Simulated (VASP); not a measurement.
Here is a VASP 6.6.1 calculation.

Contents of POSCAR:

```
Tl
1.0
    3.4969497162      0.0000000000      0.0000000000
   -1.7484748581      3.0284472900      0.0000000000
    0.0000000000      0.0000000000      5.7131379333
Tl
2
Direct
    0.3333333333      0.6666666667      0.2500000000
    0.6666666667      0.3333333333      0.7500000000
```

File INCAR.step1:

```
  PREC = Accurate
  ENCUT = 520
  ISMEAR = -1
  SIGMA = 0.05
  LREAL = F
  LASPH = T
  NELM = 100
  NBANDS = 20
  GGA = PE
  ALGO = Normal
  EDIFF = 1E-4
  LWAVE = T
  LCHARG = F
```

INCAR.step2

```
  PREC = Accurate
  ENCUT = 520
  EDIFF = 1E-7
  ISMEAR = -1
  SIGMA = 0.05
  LREAL = F
  LASPH = T
  NELM = 100
  ALGO = Normal
  ISIF = 2
  LWAVE = F
  LCHARG = F
  METAGGA = R2SCAN
  LMIXTAU = T
  NBANDS = 20
  ISTART = 1
```

Contents of KPOINTS:

```
regular mesh
0
Gamma
  8 8 5
```

Potentials or basis: VASP PAW PBE potentials, release 64 (Tl_d).

Launch:

```bash
$ cat potpaw_PBE.64/Tl_d/POTCAR > POTCAR
$ cp INCAR.step1 INCAR
$ mpirun -np 1 vasp_std > vasp.out
$ cp INCAR.step2 INCAR
$ mpirun -np 1 vasp_std > vasp.out
```

Q: What does it give for the band gap on the k mesh?

A: Zero (band 13 reaches 7.87 eV, above the bottom of band 14 at 4.30 eV).

Q: Estimate the pressure.

A: 0.0 GPa.

Caveat: the PAW data sets were made with another functional, which shifts forces and pressure a little; spin-orbit coupling is left out, which moves the levels of the heavy elements.
